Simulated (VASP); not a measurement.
# MgO (Fm-3m) in VASP: further runs, part 2 of 2

VASP 6.6.1. Earlier steps stand in the parts before.

## Step 3: Single point, HSE06

File POSCAR:

```
MgO
1.0
    0.0000000000      2.1021680256      2.1021680256
    2.1021680256      0.0000000000      2.1021680256
    2.1021680256      2.1021680256      0.0000000000
Mg O
1 1
Direct
    0.0000000000      0.0000000000      0.0000000000
    0.5000000000      0.5000000000      0.5000000000
```

File INCAR.step1:

```
SYSTEM = MgO
ALGO = Normal
EDIFF = 1E-5
ENCUT = 520
GGA = PE
ISIF = 2
ISMEAR = 0
LASPH = .TRUE.
LCHARG = .FALSE.
LREAL = .FALSE.
LWAVE = .TRUE.
NBANDS = 11
NELM = 80
PREC = Accurate
SIGMA = 0.01
```

File INCAR.step2:

```
SYSTEM = MgO
ALGO = Normal
EDIFF = 1E-7
ENCUT = 520
GGA = PE
HFSCREEN = 0.2079
ISIF = 2
ISMEAR = 0
ISTART = 1
LASPH = .TRUE.
LCHARG = .FALSE.
LHFCALC = .TRUE.
LREAL = .FALSE.
LWAVE = .FALSE.
NBANDS = 11
NELM = 80
PREC = Accurate
PRECFOCK = Normal
SIGMA = 0.01
```

File KPOINTS:

```
k-points
0
G
  6 6 6
  0 0 0
```

Potentials or basis: VASP PAW PBE potentials, release 64 (Mg, O).

Launch:

```bash
$ cat potpaw_PBE.64/Mg/POTCAR potpaw_PBE.64/O/POTCAR > POTCAR
$ cp INCAR.step1 INCAR
$ mpirun -np 1 vasp_std > vasp.out
$ cp INCAR.step2 INCAR
$ mpirun -np 1 vasp_std > vasp.out
```

OUTCAR:

```text
SYSTEM = MgO
   EDIFF = 1E-7
   ENCUT = 520
   GGA = PE
   HFSCREEN = 0.2079
   ISIF = 2
   ISMEAR = 0
   ISTART = 1
   LASPH = .TRUE.
   LHFCALC = .TRUE.
   LREAL = .FALSE.
   NELM = 80
   PREC = Accurate
   PRECFOCK = Normal

 ion  position               nearest neighbor table
   1  0.000  0.000  0.000-   2 2.10   2 2.10   2 2.10   2 2.10   2 2.10   2 2.10
   2  0.500  0.500  0.500-   1 2.10   1 2.10   1 2.10   1 2.10   1 2.10   1 2.10

  LATTYP: Found a face centered cubic cell.
 ALAT       =     4.2043360512

  Lattice vectors:

 A1 = (   0.0000000000,   2.1021680256,   2.1021680256)
 A2 = (   2.1021680256,   0.0000000000,   2.1021680256)
 A3 = (   2.1021680256,   2.1021680256,   0.0000000000)

Analysis of symmetry for initial positions (statically):
=====================================================================
 Subroutine PRICEL returns:
 Original cell was already a primitive cell.

 Routine SETGRP: Setting up the symmetry group for a
 face centered cubic supercell.

 Subroutine GETGRP returns: Found 48 space group operations
 (whereof 48 operations were pure point group operations)
 out of a pool of 48 trial point group operations.

The static configuration has the point symmetry O_h .

Analysis of symmetry for dynamics (positions and initial velocities):
=====================================================================
 Subroutine PRICEL returns:
 Original cell was already a primitive cell.

 Routine SETGRP: Setting up the symmetry group for a
 face centered cubic supercell.

 Subroutine GETGRP returns: Found 48 space group operations
 (whereof 48 operations were pure point group operations)
 out of a pool of 48 trial point group operations.

The dynamic configuration has the point symmetry O_h .

 Subroutine INISYM returns: Found 48 space group operations
 (whereof 48 operations are pure point group operations),
 and found     1 'primitive' translations

----------------------------------------------------------------------------------------

                                     Primitive cell

  volume of cell :      18.5794

  direct lattice vectors                    reciprocal lattice vectors
     0.000000000  2.102168026  2.102168026    -0.237849684  0.237849684  0.237849684
     2.102168026  0.000000000  2.102168026     0.237849684 -0.237849684  0.237849684
     2.102168026  2.102168026  0.000000000     0.237849684  0.237849684 -0.237849684

  length of vectors
     2.972914532  2.972914532  2.972914532     0.411967737  0.411967737  0.411967737

  position of ions in fractional coordinates (direct lattice)
     0.000000000  0.000000000  0.000000000
     0.500000000  0.500000000  0.500000000

  ion indices of the primitive-cell ions
   primitive index   ion index
                 1           1
                 2           2

----------------------------------------------------------------------------------------

 KPOINTS: k-points

Automatic generation of k-mesh.
 Grid dimensions read from file:
 generate k-points for:    6    6    6
[... 39 lines left out ...]
   total plane-waves  NPLWV =  13824
   dimension x,y,z NGX =    24 NGY =   24 NGZ =   24
   dimension x,y,z NGXF=    48 NGYF=   48 NGZF=   48
   ions per type =               1   1
   NGX,Y,Z   is equivalent  to a cutoff of  13.42, 13.42, 13.42 a.u.
   NGXF,Y,Z  is equivalent  to a cutoff of  26.84, 26.84, 26.84 a.u.
 SYSTEM =  MgO
   PREC   = accura    normal or accurate (medium, high low for compatibility)
   ISTART =      1    job   : 0-new  1-cont  2-samecut
   ICHARG =      0    charge: 1-file 2-atom 10-const
   ISPIN  =      1    spin polarized calculation?
   LNONCOLLINEAR =      F non collinear calculations
   LSORBIT =      F    spin-orbit coupling
   LASPH  =      T    aspherical Exc in radial PAW
   ENCUT  =  520.0 eV  38.22 Ry    6.18 a.u.   5.53  5.53  5.53*2*pi/ulx,y,z
   NELM   =     80;   NELMIN=  2; NELMDL=  0     # of ELM steps
   EDIFF  = 0.1E-06   stopping-criterion for ELM
   LREAL  =      F    real-space projection
   EDIFFG = 0.1E-05   stopping-criterion for IOM
   NSW    =      0    number of steps for IOM
   IBRION =     -1    ionic relax: 0-MD 1-quasi-New 2-CG
   NFREE  =      0    steps in history (QN), initial steepest desc. (CG)
   ISIF   =      2    stress and relaxation
   ISYM   =      3    0-nonsym 1-usesym 2-fastsym
   POTIM  = 0.5000    time-step for ionic-motion
   TEBEG  =    0.0;   TEEND  =   0.0 temperature during run
   PSTRESS=    0.0 pullay stress
   NELECT =       8.0000    total number of electrons
   NUPDOWN=      -1.0000    fix difference up-down
   EMIN   =  10.00;   EMAX   =-10.00  energy-range for DOS
   EFERMI =   0.00;   METHOD = LEGACY
   ISMEAR =     0;   SIGMA  =   0.01  broadening in eV -4-tet -1-fermi 0-gaus
   EFERMI_NEDOS =   21; number of points for ismear=-14 and -15
   IALGO  =     38    algorithm
   IMIX   =      1    mixing-type and parameters
     AMIX     =   0.40;   BMIX     =  1.00
     AMIX_MAG =   1.60;   BMIX_MAG =  1.00
  volume/ion in A,a.u.               =       9.29        62.69
  Fermi-wavevector in a.u.,A,eV,Ry     =   1.236215  2.336108 20.792804  1.528228
  Thomas-Fermi vector in A             =   2.370833
   LORBIT       =      0    0 simple, 1 ext, 2 COOP (PROOUT), +10 PAW based schemes
   GGA     = PE    functional components
   LHFCALC =     T    Hartree Fock is set to
   PRECFOCK=normal    Normal, Fast or Accurate (Low or Medium for compatibility)
   ENCUT4O =  -1.0   cutoff for four orbital integrals eV
   NKREDX  =     1    reduce k-point grid by
   NKREDY  =     1    reduce k-point grid by
   NKREDZ  =     1    reduce k-point grid by
   AEXX    =    0.2500 exact exchange contribution
   HFSCREEN=    0.2079 screening length (either q_TF or 0.3 A-1)
   HFSCREENC=   0.2079 screening length for correlation (either q_TF or 0.3 A-1)
   ENCUTFOCK=  -1.0 apply spherical cutoff to Coloumb kernel
   IVDW    =     0    specifies the selected vdW correction
   LEPSILON=     F    determine dielectric tensor
   LRPA    =     F    only Hartree local field effects (RPA)
 non-spin polarized calculation
 Gauss-broadening in eV      SIGMA  =   0.01
  energy-cutoff  :      520.00
  volume of cell :       18.58
 maximum number of plane-waves:       531
 NGX is ok and might be reduce to    24
  NGX = 18; NGY = 18; NGZ = 18

 number of electron       8.0000004 magnetization

 Free energy of the ion-electron system (eV)
  ---------------------------------------------------
  ext. energy  EPLUGINS =         0.00000000
  ---------------------------------------------------
  free energy    TOTEN  =       -14.21000968 eV

  energy without entropy =      -14.21000968  energy(sigma->0) =      -14.21000968

 E-fermi :   2.1439     XC(G=0):  -9.1171

 val. band max:        1.9809034040   @ k =   0.0000   0.0000   0.0000
 cond. band min:       8.4774799590   @ k =   0.0000   0.0000   0.0000
 fundamental gap:      6.4965765550
 Fermi energy:         2.1439016614

 k-point     1 :       0.0000    0.0000    0.0000
  band No.  band energies     occupation
      1     -16.8713      2.00000
      2       1.9809      2.00000
      3       1.9809      2.00000
      4       1.9809      2.00000
      5       8.4775      0.00000
      6      19.7653      0.00000
      7      19.7653      0.00000
      8      19.7653      0.00000
      9      23.7089      0.00000
     10      25.6480      0.00000
     11      25.6480      0.00000
[... 197 lines left out ...]
 k-point    16 :      -0.3333    0.5000    0.1667
  band No.  band energies     occupation
      1     -15.1922      2.00000
      2      -1.8556      2.00000
      3      -0.4385      2.00000
      4       0.1775      2.00000
      5      14.4199      0.00000
      6      15.4274      0.00000
      7      16.6563      0.00000
      8      20.7455      0.00000
      9      24.5848      0.00000
     10      28.9422      0.00000
     11      30.6404      0.00000

------------------------ aborting loop because EDIFF is reached ----------------------------------------

  FORCE on cell =-STRESS in cart. coord.  units (eV):
  Direction    XX          YY          ZZ          XY          YZ          ZX
  --------------------------------------------------------------------------------------
  -------------------------------------------------------------------------------------
  Total       -0.0743067     -0.0743067     -0.0743067      0.0000000      0.0000000      0.0000000
  in kB       -6.4077620     -6.4077620     -6.4077620      0.0000000      0.0000000      0.0000000
  external PRESSURE =      -6.4077620 kB  Pullay stress =       0.0000000 kB

 VOLUME and BASIS-vectors are now :
 -----------------------------------------------------------------------------
  energy-cutoff  :      520.00
  volume of cell :       18.58
      direct lattice vectors                 reciprocal lattice vectors
     0.000000000  2.102168026  2.102168026    -0.237849684  0.237849684  0.237849684
     2.102168026  0.000000000  2.102168026     0.237849684 -0.237849684  0.237849684
     2.102168026  2.102168026  0.000000000     0.237849684  0.237849684 -0.237849684

 POSITION                                       TOTAL-FORCE (eV/Angst)
 -----------------------------------------------------------------------------------
      0.00000      0.00000      0.00000         0.000000      0.000000      0.000000
      2.10217      2.10217      2.10217        -0.000000      0.000000     -0.000000
 -----------------------------------------------------------------------------------
    total drift:                               -0.000024      0.000037      0.000022

  FREE ENERGIE OF THE ION-ELECTRON SYSTEM (eV)
  ---------------------------------------------------
  free  energy   TOTEN  =       -14.2100096783 eV

  energy  without entropy=      -14.2100096783  energy(sigma->0) =      -14.21000968
```

It took 8.3 min on 1 thread of Intel Xeon Platinum 8375C at 2.90GHz (Ice Lake), shared host; peak memory 0.25 GiB.

What came out:

```
Free energy            : -14.2100 eV
Pressure               : -0.6 GPa
Band gap on the k mesh : 6.50 eV
```

Levels at points of the mesh, in eV from the valence-band top:
```tsv
k point	band 1	band 2	band 3	band 4	band 5	band 6	band 7	band 8	band 9
(0.00, 0.00, 0.00)	-18.85	0.00	0.00	0.00	6.50	17.78	17.78	17.78	21.73
(0.50, 0.00, 0.00)	-17.49	-4.95	-0.72	-0.72	9.71	14.93	18.38	18.38	23.12
(0.50, 0.50, 0.00)	-17.21	-4.41	-1.48	-1.48	10.86	11.91	15.42	21.46	21.46
```

Caveat: the k points lie up to 0.43 Å⁻¹ apart; the PAW data sets were made with another functional, which shifts forces and pressure a little.

## Step 4: Single point, HF

POSCAR is that of step 3.

File INCAR.step1:

```
SYSTEM = MgO
ALGO = Normal
EDIFF = 1E-5
ENCUT = 520
GGA = PE
ISIF = 2
ISMEAR = 0
LASPH = .True.
LREAL = .False.
LWAVE = .True.
NBANDS = 11
NELM = 60
PREC = Accurate
SIGMA = 0.01
```

File INCAR.step2:

```
SYSTEM = MgO
AEXX = 1.0
AGGAC = 0.0
ALDAC = 0.0
ALGO = Normal
EDIFF = 1E-7
ENCUT = 520
GGA = PE
ISIF = 2
ISMEAR = 0
ISTART = 1
LASPH = .True.
LCHARG = .True.
LELF = .True.
LHFCALC = .True.
LREAL = .False.
LVHAR = .True.
LWAVE = .False.
NBANDS = 11
NELM = 60
PREC = Accurate
PRECFOCK = Normal
SIGMA = 0.01
```

File KPOINTS:

```
k-points
0
Gamma
  6 6 6
  0 0 0
```

Launch:

```bash
$ cat potpaw_PBE.64/Mg/POTCAR potpaw_PBE.64/O/POTCAR > POTCAR
$ cp INCAR.step1 INCAR
$ mpirun -np 1 vasp_std > vasp.out
$ cp INCAR.step2 INCAR
$ mpirun -np 1 vasp_std > vasp.out
```

It took 11 min on 1 thread of Intel Xeon Platinum 8375C at 2.90GHz (Ice Lake), shared host; peak memory 0.15 GiB.

Results (log left out):

```
Free energy            : -21.7081 eV
Pressure               : -1.7 GPa
Band gap on the k mesh : 15.58 eV
```

Levels at points of the mesh, in eV from the valence-band top:
| k point | band 1 | band 2 | band 3 | band 4 | band 5 | band 6 | band 7 | band 8 |
| --- | --- | --- | --- | --- | --- | --- | --- | --- |
| (0.00, 0.00, 0.00) | -23.30 | 0.00 | 0.00 | 0.00 | 15.58 | 27.32 | 27.32 | 27.32 |
| (0.50, 0.00, 0.00) | -21.79 | -5.66 | -0.86 | -0.86 | 18.85 | 25.28 | 27.96 | 27.96 |
| (0.50, 0.50, 0.00) | -21.47 | -5.08 | -1.77 | -1.77 | 19.89 | 21.21 | 25.79 | 32.12 |

Caveat: the k points lie up to 0.43 Å⁻¹ apart; the PAW data sets were made with another functional, which shifts forces and pressure a little.

## Step 5: Single point, PBE-based screened hybrid with 30 % exact exchange

POSCAR is that of step 4.

File INCAR.step1:

```
ALGO = Normal
EDIFF = 1E-5
ENCUT = 520
GGA = PE
ISIF = 2
ISMEAR = 0
LASPH = True
LCHARG = False
LREAL = False
LWAVE = True
NBANDS = 11
NELM = 80
PREC = Accurate
SIGMA = 0.01
```

File INCAR.step2:

```
AEXX = 0.3
ALGO = Normal
EDIFF = 1E-7
ENCUT = 520
GGA = PE
HFSCREEN = 0.2078
ISIF = 2
ISMEAR = 0
ISTART = 1
LASPH = True
LCHARG = False
LHFCALC = True
LREAL = False
LWAVE = False
NBANDS = 11
NELM = 80
PREC = Accurate
PRECFOCK = Normal
SIGMA = 0.01
```

File KPOINTS:

```
k-points
0
Gamma
  6 6 6
```

Potentials or basis: VASP PAW PBE potentials, release 64 (Mg, O).

Launch:

```bash
$ cat potpaw_PBE.64/Mg/POTCAR potpaw_PBE.64/O/POTCAR > POTCAR
$ cp INCAR.step1 INCAR
$ mpirun -np 1 vasp_std > vasp.out
$ cp INCAR.step2 INCAR
$ mpirun -np 1 vasp_std > vasp.out
```

OUTCAR:

```text
AEXX = 0.3
   EDIFF = 1E-7
   ENCUT = 520
   GGA = PE
   HFSCREEN = 0.2078
   ISIF = 2
   ISMEAR = 0
   ISTART = 1
   LASPH = True
   LHFCALC = True
   LREAL = False
   NELM = 80
   PREC = Accurate
   PRECFOCK = Normal

 ion  position               nearest neighbor table
   1  0.000  0.000  0.000-   2 2.10   2 2.10   2 2.10   2 2.10   2 2.10   2 2.10
   2  0.500  0.500  0.500-   1 2.10   1 2.10   1 2.10   1 2.10   1 2.10   1 2.10

  LATTYP: Found a face centered cubic cell.
 ALAT       =     4.2043360512

  Lattice vectors:

 A1 = (   0.0000000000,   2.1021680256,   2.1021680256)
 A2 = (   2.1021680256,   0.0000000000,   2.1021680256)
 A3 = (   2.1021680256,   2.1021680256,   0.0000000000)

Analysis of symmetry for initial positions (statically):
=====================================================================
 Subroutine PRICEL returns:
 Original cell was already a primitive cell.

 Routine SETGRP: Setting up the symmetry group for a
 face centered cubic supercell.

 Subroutine GETGRP returns: Found 48 space group operations
 (whereof 48 operations were pure point group operations)
 out of a pool of 48 trial point group operations.
[... 172 lines left out ...]
      1     -17.4355      2.00000
      2       1.7246      2.00000
      3       1.7246      2.00000
      4       1.7246      2.00000
      5       8.5758      0.00000
      6      19.9062      0.00000
      7      19.9062      0.00000
      8      19.9062      0.00000
      9      23.8501      0.00000
     10      25.8227      0.00000
     11      25.8227      0.00000
[... 197 lines left out ...]
 k-point    16 :      -0.3333    0.5000    0.1667
  band No.  band energies     occupation
      1     -15.7413      2.00000
      2      -2.1596      2.00000
      3      -0.7253      2.00000
      4      -0.1020      2.00000
      5      14.5425      0.00000
      6      15.5702      0.00000
      7      16.8326      0.00000
      8      20.9308      0.00000
      9      24.7999      0.00000
     10      29.1374      0.00000
     11      30.8633      0.00000

------------------------ aborting loop because EDIFF is reached ----------------------------------------

  FORCE on cell =-STRESS in cart. coord.  units (eV):
  Direction    XX          YY          ZZ          XY          YZ          ZX
  --------------------------------------------------------------------------------------
  -------------------------------------------------------------------------------------
  Total       -0.1982343     -0.1982343     -0.1982343      0.0000000      0.0000000      0.0000000
  in kB      -17.0945254    -17.0945254    -17.0945254      0.0000000      0.0000000      0.0000000
  external PRESSURE =     -17.0945254 kB  Pullay stress =       0.0000000 kB

 VOLUME and BASIS-vectors are now :
 -----------------------------------------------------------------------------
  energy-cutoff  :      520.00
  volume of cell :       18.58
      direct lattice vectors                 reciprocal lattice vectors
     0.000000000  2.102168026  2.102168026    -0.237849684  0.237849684  0.237849684
     2.102168026  0.000000000  2.102168026     0.237849684 -0.237849684  0.237849684
     2.102168026  2.102168026  0.000000000     0.237849684  0.237849684 -0.237849684

 POSITION                                       TOTAL-FORCE (eV/Angst)
 -----------------------------------------------------------------------------------
      0.00000      0.00000      0.00000         0.000000     -0.000000      0.000000
      2.10217      2.10217      2.10217        -0.000000      0.000000     -0.000000
 -----------------------------------------------------------------------------------
    total drift:                               -0.000000     -0.000000     -0.000000

  FREE ENERGIE OF THE ION-ELECTRON SYSTEM (eV)
  ---------------------------------------------------
  free  energy   TOTEN  =       -14.6796620043 eV

  energy  without entropy=      -14.6796620043  energy(sigma->0) =      -14.67966200
```

Run time: 9.2 min. Hardware: 1 thread of Intel Xeon Platinum 8375C at 2.90GHz (Ice Lake), shared host; peak memory 0.25 GiB.

What came out:

* Free energy: -14.6797 eV
* Pressure: -1.7 GPa
* Band gap on the k mesh: 6.85 eV

Caveat: the k points lie up to 0.43 Å⁻¹ apart; the PAW data sets were made with another functional, which shifts forces and pressure a little.

## Step 6: Summary

| level | k mesh | grid for exact exchange (PRECFOCK) | share of exact exchange | screening parameter | gap on the mesh (eV) | pressure (GPa) |
| --- | --- | --- | --- | --- | --- | --- |
| PBEsol | 8 × 8 × 8 | - | - | - | 4.69 | 0.6 |
| HSE06 | 6 × 6 × 6 | Normal | 0.25 | 0.2079 1/Å | 6.50 | -0.6 |
| HF | 6 × 6 × 6 | Normal | 1 | - | 15.58 | -1.7 |
| PBE-based screened hybrid with 30 % exact exchange | 6 × 6 × 6 | Normal | 0.3 | 0.2078 1/Å | 6.85 | -1.7 |

Alike in all rows: task single point; potentials or basis VASP PAW PBE potentials, release 64 (Mg, O); no spin polarisation; cell as given; cutoff (eV) 520; smearing gaussian 0.01 eV.

Caveats: some runs use coarse meshes; the PAW data sets were made with another functional, which shifts forces and pressure a little.

Total energies depend on the potentials used, so only differences within one code and one set of settings carry meaning.

## Step 7: How close it comes

Step 2. Measured gap of MgO: 7.83 eV (quoted in “Electronic structure of alkaline earth and post-transition metal oxides”, 2009, arxiv:0908.1581). This calculation gives 4.69 eV (-3.14 eV). The value is that of PBEsol, without temperature or zero-point motion. Semilocal functionals fall short of measured gaps as a rule.
